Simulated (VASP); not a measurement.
**GaMo: single point with PBE**

Crystal: GaMo.

```
CELL_PARAMETERS angstrom
2.73728 0.00000 0.00000
0.00000 2.73728 0.00000
0.00000 0.00000 4.11307
ATOMIC_POSITIONS crystal
Ga 0.50000 0.50000 0.50000
Mo 0.00000 0.00000 0.00000
```

- Program: VASP 6.6.1
- Task: single point
- Functional: PBE
- Potentials or basis: VASP PAW PBE potentials, release 64 (Ga_d, Mo_sv)
- Cutoff: 520 eV
- k mesh: 7 × 7 × 5
- Occupations: gaussian, width 0.2 eV
- Spin: no spin polarisation

The pressure is 0.7 GPa.

Stress tensor (GPa, compression positive):
```
0.67 0.00 0.00
0.00 0.67 0.00
0.00 0.00 0.80
```

Levels at points of the mesh, in eV from the Fermi level:
| k point | band 11 | band 12 | band 13 | band 14 | band 15 | band 16 |
| --- | --- | --- | --- | --- | --- | --- |
| (0.00, 0.00, 0.00) | -3.95 | -3.65 | -1.38 | 1.17 | 1.17 | 2.78 |

Run time: 17 s on 1 thread of Intel(R) Xeon(R) Platinum 8375C CPU @ 2.90GHz (Ice Lake), with other jobs on the host, peak memory 0.15 GiB.
